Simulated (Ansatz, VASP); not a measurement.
# One calculation of SnSe2, two programs

```
Sn Se
1.0
     3.81100    0.00000    0.00000
    -1.90550    3.30042    0.00000
     0.00000    0.00000    6.13600
Sn Se
1 2
Direct
  0.00000 0.00000 0.00000
  0.33333 0.66667 0.24900
  0.67045 0.34091 0.75100
```

Alike in both runs: task single point; functional PBE; k mesh 6 × 6 × 4; no spin polarisation.

```csv
,VASP,Ansatz
version,VASP 6.6.1,Ansatz 0.2.0
potentials or method,"VASP PAW PBE potentials, release 64 (Sn_d, Se)","plane waves, PAW"
plane-wave cutoff (eV),520,420
occupations,"gaussian, width 0.01 eV",fixed
valence electrons in the cell,26,46
```

|  | VASP | Ansatz | Ansatz less VASP |
| --- | --- | --- | --- |
| rms of the force components (eV/Å) | 0.379 | 0.371 | -0.0076 |

Atom by atom the forces differ by 0.008 eV/Å (rms over components). VASP's potentials hold 26 valence electrons a cell and Ansatz's 46, so a difference there can come from the potentials and not from the codes.
